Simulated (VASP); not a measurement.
# InPd (Pm-3m) in VASP: single point with PBEsol

Aim: the single point of InPd with PBEsol.

All numbers are computed with VASP 6.6.1; they aren't measurements. Logs are shortened: lines on timing, memory, paths and dates and some standing lists are left out, and cuts for length are marked.

### Step 1. The cell of the first run

Symmetry: Pm-3m, No. 221, cubic system. The conventional cell has a = 3.272 Å, b = 3.272 Å, c = 3.272 Å, α = 90.00°, β = 90.00°, γ = 90.00°. Within 3.7 Å of In (site symmetry m-3m) lie 8 Pd at 2.83 Å and 6 In at 3.27 Å. Pd (site symmetry m-3m) has 8 In at 2.83 Å and 6 Pd at 3.27 Å within 3.7 Å.

### Step 2. Single point, PBEsol

INCAR

```
PREC = Accurate
ENCUT = 500
EDIFF = 1E-6
ISMEAR = 0
SIGMA = 0.1
LREAL = F
LASPH = T
NELM = 120
ALGO = Normal
ISIF = 2
LWAVE = F
LCHARG = F
GGA = PS
NBANDS = 18
GGA_COMPAT = F
```

KPOINTS

```
regular mesh
0
Gamma
  6 6 6
```

POSCAR

```
InPd
1.0
    3.2718847800      0.0000000000      0.0000000000
    0.0000000000      3.2718847800      0.0000000000
    0.0000000000      0.0000000000      3.2718847800
In Pd
1 1
Direct
    0.0000000000      0.0000000000      0.0000000000
    0.5000000000      0.5000000000      0.5000000000
```

Potentials or basis: VASP PAW PBE potentials, release 64 (In_d, Pd).

On the command line:

```console
$ cat potpaw_PBE.64/In_d/POTCAR potpaw_PBE.64/Pd/POTCAR > POTCAR
$ mpirun -np 1 vasp_std > vasp.out
```

OUTCAR:

```text
PREC = Accurate
   ENCUT = 500
   EDIFF = 1E-6
   ISMEAR = 0
   LREAL = F
   LASPH = T
   NELM = 120
   ISIF = 2
   GGA = PS

 ion  position               nearest neighbor table
   1  0.000  0.000  0.000-   2 2.83   2 2.83   2 2.83   2 2.83   2 2.83   2 2.83   2 2.83   2 2.83

   2  0.500  0.500  0.500-   1 2.83   1 2.83   1 2.83   1 2.83   1 2.83   1 2.83   1 2.83   1 2.83

  LATTYP: Found a simple cubic cell.
 ALAT       =     3.2718847800

  Lattice vectors:

 A1 = (   3.2718847800,   0.0000000000,   0.0000000000)
 A2 = (   0.0000000000,   3.2718847800,   0.0000000000)
 A3 = (   0.0000000000,   0.0000000000,   3.2718847800)

Analysis of symmetry for initial positions (statically):
=====================================================================
 Subroutine PRICEL returns:
 Original cell was already a primitive cell.

 Routine SETGRP: Setting up the symmetry group for a
 simple cubic supercell.

 Subroutine GETGRP returns: Found 48 space group operations
 (whereof 48 operations were pure point group operations)
 out of a pool of 48 trial point group operations.

The static configuration has the point symmetry O_h .

Analysis of symmetry for dynamics (positions and initial velocities):
=====================================================================
 Subroutine PRICEL returns:
 Original cell was already a primitive cell.

 Routine SETGRP: Setting up the symmetry group for a
 simple cubic supercell.

 Subroutine GETGRP returns: Found 48 space group operations
 (whereof 48 operations were pure point group operations)
 out of a pool of 48 trial point group operations.

The dynamic configuration has the point symmetry O_h .

 Subroutine INISYM returns: Found 48 space group operations
 (whereof 48 operations are pure point group operations),
 and found     1 'primitive' translations

----------------------------------------------------------------------------------------

                                     Primitive cell

  volume of cell :      35.0263

  direct lattice vectors                    reciprocal lattice vectors
     3.271884780  0.000000000  0.000000000     0.305634234  0.000000000  0.000000000
     0.000000000  3.271884780  0.000000000     0.000000000  0.305634234  0.000000000
     0.000000000  0.000000000  3.271884780     0.000000000  0.000000000  0.305634234

  length of vectors
     3.271884780  3.271884780  3.271884780     0.305634234  0.305634234  0.305634234

[... 74 lines left out ...]
   NELM   =    120;   NELMIN=  2; NELMDL= -5     # of ELM steps
   EDIFF  = 0.1E-05   stopping-criterion for ELM
   LREAL  =      F    real-space projection
   EDIFFG = 0.1E-04   stopping-criterion for IOM
   NSW    =      0    number of steps for IOM
   IBRION =     -1    ionic relax: 0-MD 1-quasi-New 2-CG
   NFREE  =      0    steps in history (QN), initial steepest desc. (CG)
   ISIF   =      2    stress and relaxation
   ISYM   =      2    0-nonsym 1-usesym 2-fastsym
   POTIM  = 0.5000    time-step for ionic-motion
   TEBEG  =    0.0;   TEEND  =   0.0 temperature during run
   PSTRESS=    0.0 pullay stress
   NELECT =      23.0000    total number of electrons
   NUPDOWN=      -1.0000    fix difference up-down
   EMIN   =  10.00;   EMAX   =-10.00  energy-range for DOS
   EFERMI =   0.00;   METHOD = LEGACY
   ISMEAR =     0;   SIGMA  =   0.10  broadening in eV -4-tet -1-fermi 0-gaus
   EFERMI_NEDOS =   21; number of points for ismear=-14 and -15
   IALGO  =     38    algorithm
   IMIX   =      4    mixing-type and parameters
     AMIX     =   0.40;   BMIX     =  1.00
     AMIX_MAG =   1.60;   BMIX_MAG =  1.00
  volume/ion in A,a.u.               =      17.51       118.18
  Fermi-wavevector in a.u.,A,eV,Ry     =   1.422938  2.688964 27.548447  2.024754
  Thomas-Fermi vector in A             =   2.543589
   LORBIT       =      0    0 simple, 1 ext, 2 COOP (PROOUT), +10 PAW based schemes
   GGA     = PS    functional components
   LHFCALC =     F    Hartree Fock is set to
   AEXX    =    0.0000 exact exchange contribution
   IVDW    =     0    specifies the selected vdW correction
   LEPSILON=     F    determine dielectric tensor
   LRPA    =     F    only Hartree local field effects (RPA)
 non-spin polarized calculation
 Gauss-broadening in eV      SIGMA  =   0.10
  energy-cutoff  :      500.00
  volume of cell :       35.03
 maximum number of plane-waves:       912
 NGX is ok and might be reduce to    24
   NGX = 11   NGY = 11   NGZ = 11

 number of electron      22.9999997 magnetization

 Free energy of the ion-electron system (eV)
  ---------------------------------------------------
  ext. energy  EPLUGINS =         0.00000000
  ---------------------------------------------------
  free energy    TOTEN  =        -9.96862334 eV

  energy without entropy =       -9.96621165  energy(sigma->0) =       -9.96741749

 E-fermi :  10.3261     XC(G=0): -12.4036

 val. band max:       10.2174083764   @ k =   0.3333   0.3333   0.0000
 cond. band min:      10.4299578367   @ k =   0.5000   0.3333   0.3333
 fundamental gap:      0.2125494603
 Fermi energy:        10.3260972042

 k-point     1 :       0.0000    0.0000    0.0000
  band No.  band energies     occupation
      1      -4.5183      2.00000
      2      -4.5183      2.00000
      3      -4.1044      2.00000
      4      -4.1044      2.00000
      5      -4.1044      2.00000
      6       0.2104      2.00000
[... 397 lines left out ...]
      5      -3.8866      2.00000
      6       5.4172      2.00000
[... 10 lines left out ...]
     17      14.6963      0.00000
     18      15.9291      0.00000

------------------------ aborting loop because EDIFF is reached ----------------------------------------

  FORCE on cell =-STRESS in cart. coord.  units (eV):
  Direction    XX          YY          ZZ          XY          YZ          ZX
  --------------------------------------------------------------------------------------
  -------------------------------------------------------------------------------------
  Total       -0.5462077     -0.5462077     -0.5462077     -0.0000000      0.0000000     -0.0000000
  in kB      -24.9847171    -24.9847171    -24.9847171     -0.0000000      0.0000000     -0.0000000
  external PRESSURE =     -24.9847171 kB  Pullay stress =       0.0000000 kB

 VOLUME and BASIS-vectors are now :
 -----------------------------------------------------------------------------
  energy-cutoff  :      500.00
  volume of cell :       35.03
      direct lattice vectors                 reciprocal lattice vectors
     3.271884780  0.000000000  0.000000000     0.305634234  0.000000000  0.000000000
     0.000000000  3.271884780  0.000000000     0.000000000  0.305634234  0.000000000
     0.000000000  0.000000000  3.271884780     0.000000000  0.000000000  0.305634234

 POSITION                                       TOTAL-FORCE (eV/Angst)
 -----------------------------------------------------------------------------------
      0.00000      0.00000      0.00000         0.000000      0.000000      0.000000
      1.63594      1.63594      1.63594         0.000000      0.000000      0.000000
 -----------------------------------------------------------------------------------
    total drift:                                0.000000      0.000000     -0.000000

  FREE ENERGIE OF THE ION-ELECTRON SYSTEM (eV)
  ---------------------------------------------------
  free  energy   TOTEN  =        -9.9686233398 eV

  energy  without entropy=       -9.9662116499  energy(sigma->0) =       -9.96741749
```

It took 6.8 s on 1 thread of AMD EPYC 7R13 (Zen 3), shared host; peak memory 0.11 GiB.

Results:

* Free energy: -9.9686 eV
* Pressure: -2.5 GPa
* Band gap on the k mesh: zero (an odd number of electrons rules out a gap without spin polarisation)

Levels at points of the mesh, in eV from the Fermi level:
| k point | band 9 | band 10 | band 11 | band 12 | band 13 | band 14 |
| --- | --- | --- | --- | --- | --- | --- |
| (0.00, 0.00, 0.00) | -2.31 | -2.31 | -2.31 | 4.16 | 4.16 | 4.16 |
| (0.50, 0.00, 0.00) | -3.30 | -3.30 | -2.39 | -1.16 | 9.52 | 9.52 |
| (0.50, 0.50, 0.00) | -2.72 | -2.37 | -2.37 | -1.73 | 1.42 | 2.41 |
| (0.50, 0.50, 0.50) | -1.69 | -1.69 | -0.12 | 3.74 | 3.74 | 3.74 |

Caveat: the PAW data sets were made with another functional, which shifts forces and pressure a little; spin-orbit coupling is left out, which moves the levels of the heavy elements.
